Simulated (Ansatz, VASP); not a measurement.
# One calculation of Se, two programs

```
Se
1.0
     0.00000    2.97196    2.97196
     2.97196    0.00000    2.97196
     2.97196    2.97196    0.00000
Se
2
Direct
  0.83000 0.89000 0.89000
  0.17000 0.11000 0.11000
```

Change from the starting cell: shortest bond scaled by 0.88, PAW files.

Alike in both runs: task single point; functional LDA; k mesh 9 × 9 × 9; occupations fermi-dirac, width 0.05 eV; no spin polarisation.

|  | VASP | Ansatz |
| --- | --- | --- |
| version | VASP 6.6.1 | Ansatz 0.2.0 |
| potentials or method | VASP PAW LDA potentials, release 64 (Se) | PAW with Ansatz's default frozen-core files, scalar-relativistic |
| plane-wave cutoff (eV) | 520 | 420 |
| valence electrons in the cell | 12 | 32 |

```csv
,VASP,Ansatz,Ansatz less VASP
pressure (GPa),8.1,7.9,-0.25
"traceless stress, the component that is largest in VASP (GPa)",-0.38,-0.26,+0.118
rms of the force components (eV/Å),0.412,0.434,+0.0211
```

LDA's correlation is that of Perdew and Zunger in VASP and of Perdew and Wang (1992) in Ansatz. Atom by atom the forces differ by 0.021 eV/Å (rms over components). VASP's potentials hold 12 valence electrons a cell and Ansatz's 32, so a difference there can come from the potentials and not from the codes.
